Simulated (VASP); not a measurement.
# ScGa3 (P4/mmm) in VASP: a series of runs, part 2 of 2

VASP 6.6.1.

### 3 Electric field gradients, LDA (zz strain of -1 %)

INCAR

```
SYSTEM = ScGa3
PREC = Accurate
ENCUT = 520
EDIFF = 1E-8
ISMEAR = -1
SIGMA = 0.05
LREAL = .False.
LASPH = .True.
NELM = 100
ALGO = Normal
ISIF = 2
LWAVE = .False.
LCHARG = .False.
GGA = CA
LEFG = .True.
NBANDS = 33
```

KPOINTS

```
regular mesh
0
Gamma
  9 9 9
  0 0 0
```

POSCAR

```
ScGa3
1.0
    4.0950000000      0.0000000000      0.0000000000
    0.0000000000      4.0950000000      0.0000000000
    0.0000000000      0.0000000000      4.0540500000
Sc Ga
1 3
Direct
    0.0000000000      0.0000000000      0.0000000000
    0.0000000000      0.5000000000      0.5000000000
    0.5000000000      0.0000000000      0.5000000000
    0.5000000000      0.5000000000      0.0000000000
```

Potentials or basis: VASP PAW LDA potentials, release 64 (Sc_sv, Ga_d).

Started as:

```sh
$ cat potpaw_LDA.64/Sc_sv/POTCAR potpaw_LDA.64/Ga_d/POTCAR > POTCAR
$ mpirun -np 1 vasp_std > vasp.out
```

OUTCAR:

```text
SYSTEM = ScGa3
   PREC = Accurate
   ENCUT = 520
   EDIFF = 1E-8
   ISMEAR = -1
   LREAL = .False.
   LASPH = .True.
   NELM = 100
   ISIF = 2
   GGA = CA

 ion  position               nearest neighbor table
   1  0.000  0.000  0.000-   2 2.88   3 2.88   2 2.88   3 2.88   2 2.88   2 2.88   3 2.88   3 2.88
                             4 2.90   4 2.90   4 2.90   4 2.90
   2  0.000  0.500  0.500-   1 2.88   4 2.88   1 2.88   4 2.88   1 2.88   1 2.88   4 2.88   4 2.88
                             3 2.90   3 2.90   3 2.90   3 2.90
   3  0.500  0.000  0.500-   1 2.88   4 2.88   1 2.88   4 2.88   4 2.88   4 2.88   1 2.88   1 2.88
                             2 2.90   2 2.90   2 2.90   2 2.90
   4  0.500  0.500  0.000-   2 2.88   3 2.88   2 2.88   3 2.88   3 2.88   3 2.88   2 2.88   2 2.88
                             1 2.90   1 2.90   1 2.90   1 2.90

  LATTYP: Found a simple tetragonal cell.
 ALAT       =     4.0950000000
 C/A-ratio  =     0.9900000000

  Lattice vectors:

 A1 = (   4.0950000000,   0.0000000000,   0.0000000000)
 A2 = (   0.0000000000,   4.0950000000,   0.0000000000)
 A3 = (   0.0000000000,   0.0000000000,   4.0540500000)

Analysis of symmetry for initial positions (statically):
=====================================================================
 Subroutine PRICEL returns:
 Original cell was already a primitive cell.

 Routine SETGRP: Setting up the symmetry group for a
 simple tetragonal supercell.

 Subroutine GETGRP returns: Found 16 space group operations
 (whereof 16 operations were pure point group operations)
 out of a pool of 16 trial point group operations.

The static configuration has the point symmetry D_4h.

Analysis of symmetry for dynamics (positions and initial velocities):
=====================================================================
 Subroutine PRICEL returns:
 Original cell was already a primitive cell.

 Routine SETGRP: Setting up the symmetry group for a
 simple tetragonal supercell.

 Subroutine GETGRP returns: Found 16 space group operations
 (whereof 16 operations were pure point group operations)
 out of a pool of 16 trial point group operations.

The dynamic configuration has the point symmetry D_4h.

 Subroutine INISYM returns: Found 16 space group operations
 (whereof 16 operations are pure point group operations),
 and found     1 'primitive' translations

----------------------------------------------------------------------------------------

                                     Primitive cell

  volume of cell :      67.9825

  direct lattice vectors                    reciprocal lattice vectors
     4.095000000  0.000000000  0.000000000     0.244200244  0.000000000  0.000000000
     0.000000000  4.095000000  0.000000000     0.000000000  0.244200244  0.000000000
     0.000000000  0.000000000  4.054050000     0.000000000  0.000000000  0.246666913

  length of vectors
     4.095000000  4.095000000  4.054050000     0.244200244  0.244200244  0.246666913

  position of ions in fractional coordinates (direct lattice)
     0.000000000  0.000000000  0.000000000
[... 97 lines left out ...]
   ISMEAR =    -1;   SIGMA  =   0.05  broadening in eV -4-tet -1-fermi 0-gaus
   EFERMI_NEDOS =   21; number of points for ismear=-14 and -15
   IALGO  =     38    algorithm
   IMIX   =      4    mixing-type and parameters
     AMIX     =   0.40;   BMIX     =  1.00
     AMIX_MAG =   1.60;   BMIX_MAG =  1.00
  volume/ion in A,a.u.               =      17.00       114.69
  Fermi-wavevector in a.u.,A,eV,Ry     =   1.477744  2.792531 29.711413  2.183727
  Thomas-Fermi vector in A             =   2.592110
   LORBIT       =      0    0 simple, 1 ext, 2 COOP (PROOUT), +10 PAW based schemes
   GGA     = CA    functional components
   LHFCALC =     F    Hartree Fock is set to
   AEXX    =    0.0000 exact exchange contribution
   IVDW    =     0    specifies the selected vdW correction
   LEPSILON=     F    determine dielectric tensor
   LRPA    =     F    only Hartree local field effects (RPA)
 non-spin polarized calculation
  energy-cutoff  :      520.00
  volume of cell :       67.98
 maximum number of plane-waves:      1846
   NGX = 15   NGY = 15   NGZ = 15

 number of electron      50.0000071 magnetization

 Free energy of the ion-electron system (eV)
  ---------------------------------------------------
  ext. energy  EPLUGINS =         0.00000000
  ---------------------------------------------------
  free energy    TOTEN  =       -19.77792078 eV

  energy without entropy =      -19.76771139  energy(sigma->0) =      -19.77281608

 E-fermi :   6.2869     XC(G=0): -11.8582

 val. band max:        6.2790947975   @ k =   0.3333   0.1111   0.0000
 cond. band min:       6.3136927082   @ k =   0.2222   0.1111   0.2222
 fundamental gap:      0.0345979108
 Fermi energy:         6.2869472575

 k-point     1 :       0.0000    0.0000    0.0000
  band No.  band energies     occupation
      1     -42.4221      2.00000
      2     -21.4482      2.00000
      3     -21.4482      2.00000
      4     -21.4402      2.00000
      5      -8.9521      2.00000
      6      -8.9286      2.00000
[... 853 lines left out ...]
     32      10.8400      0.00000
     33      11.8350      0.00000

 [... further k-points ...]

------------------------ aborting loop because EDIFF is reached ----------------------------------------

  FORCE on cell =-STRESS in cart. coord.  units (eV):
  Direction    XX          YY          ZZ          XY          YZ          ZX
  --------------------------------------------------------------------------------------
  -------------------------------------------------------------------------------------
  Total       -2.0980532     -2.0980532     -1.6019177      0.0000000     -0.0000000      0.0000000
  in kB      -49.4458867    -49.4458867    -37.7532079      0.0000000     -0.0000000      0.0000000
  external PRESSURE =     -45.5483271 kB  Pullay stress =       0.0000000 kB

 VOLUME and BASIS-vectors are now :
 -----------------------------------------------------------------------------
  energy-cutoff  :      520.00
  volume of cell :       67.98
      direct lattice vectors                 reciprocal lattice vectors
     4.095000000  0.000000000  0.000000000     0.244200244  0.000000000  0.000000000
     0.000000000  4.095000000  0.000000000     0.000000000  0.244200244  0.000000000
     0.000000000  0.000000000  4.054050000     0.000000000  0.000000000  0.246666913

 POSITION                                       TOTAL-FORCE (eV/Angst)
 -----------------------------------------------------------------------------------
      0.00000      0.00000      0.00000         0.000000      0.000000      0.000000
      0.00000      2.04750      2.02703         0.000000      0.000000      0.000000
      2.04750      0.00000      2.02703         0.000000      0.000000      0.000000
      2.04750      2.04750      0.00000         0.000000      0.000000      0.000000
 -----------------------------------------------------------------------------------
    total drift:                                0.000000      0.000000     -0.000000

  FREE ENERGIE OF THE ION-ELECTRON SYSTEM (eV)
  ---------------------------------------------------
  free  energy   TOTEN  =       -19.7779207776 eV

  energy  without entropy=      -19.7677113881  energy(sigma->0) =      -19.77281608

 Electric field gradients (V/A^2)
---------------------------------------------------------------------
 ion       V_xx      V_yy      V_zz      V_xy      V_xz      V_yz
---------------------------------------------------------------------
   1       0.990     0.990    -1.981    -0.000     0.000    -0.000
   2      64.244   -31.066   -33.178    -0.000     0.000     0.000
   3     -31.066    64.244   -33.178     0.000     0.000     0.000
   4     -30.627   -30.627    61.254    -0.000     0.000     0.000
---------------------------------------------------------------------

 Electric field gradients after diagonalization (V/A^2)
 (convention: |V_zz| > |V_xx| > |V_yy|)
----------------------------------------------------------------------
 ion       V_xx      V_yy      V_zz     asymmetry (V_yy - V_xx)/ V_zz
----------------------------------------------------------------------
   1       0.990     0.990    -1.981       0.000
   2     -33.178   -31.066    64.244       0.033
   3     -33.178   -31.066    64.244       0.033
   4     -30.627   -30.627    61.254       0.000
----------------------------------------------------------------------

           NMR quadrupolar parameters

 Cq : quadrupolar parameter    Cq=e*Q*V_zz/h
 eta: asymmetry parameters     (V_yy - V_xx)/ V_zz
 Q  : nuclear electric quadrupole moment in mb (millibarn)
----------------------------------------------------------------------
 ion       Cq(MHz)       eta       Q (mb)
----------------------------------------------------------------------
   1      -0.005       0.000       1.000
   2       0.155       0.033       1.000
   3       0.155       0.033       1.000
   4       0.148       0.000       1.000
----------------------------------------------------------------------
```

stdout:

```text
POSCAR found type information on POSCAR ScGa
 POSCAR found :  2 types and       4 ions
 scaLAPACK will be used
 LDA part: xc-table for (Slater(with rela. corr.)+CA(PZ))
 , standard interpolation
 POSCAR, INCAR and KPOINTS ok, starting setup
 FFT: planning ... GRIDC
 FFT: planning ... GRID_SOFT
 FFT: planning ... GRID
 WAVECAR not read
 entering main loop
ion   1

ion   2

ion   3

ion   4
```

It took 88 s on 1 thread of Intel Xeon Platinum 8559C (Emerald Rapids), shared host; peak memory 0.24 GiB.

What came out:

```yaml
Free_energy: -19.7779 eV
Pressure: -4.6 GPa
Band_gap_on_the_k_mesh: zero (bands 25 and 26 overlap by 3.18 eV)
Largest_electric_field_gradient_by_atom: Sc -2.0; Ga +64.2, +61.3 (each value once) V/Å²
```

Stress tensor (GPa, compression positive):
```
-4.94  0.00  0.00
 0.00 -4.94  0.00
 0.00  0.00 -3.78
```

Electric field gradients, principal values (V/Å²):
```csv
atom,least,middle,greatest (by size)
1 Sc,0.990,0.990,-1.981
2 Ga,-31.066,-33.178,64.244
3 Ga,-31.066,-33.178,64.244
4 Ga,-30.627,-30.627,61.254
```

Caveat: the cell differs from its parent crystal (zz strain of -1 %); the cell stands under tension; without QUAD_EFG the Cq values of the log hold for a quadrupole moment of 1 mb, not for the nuclei.
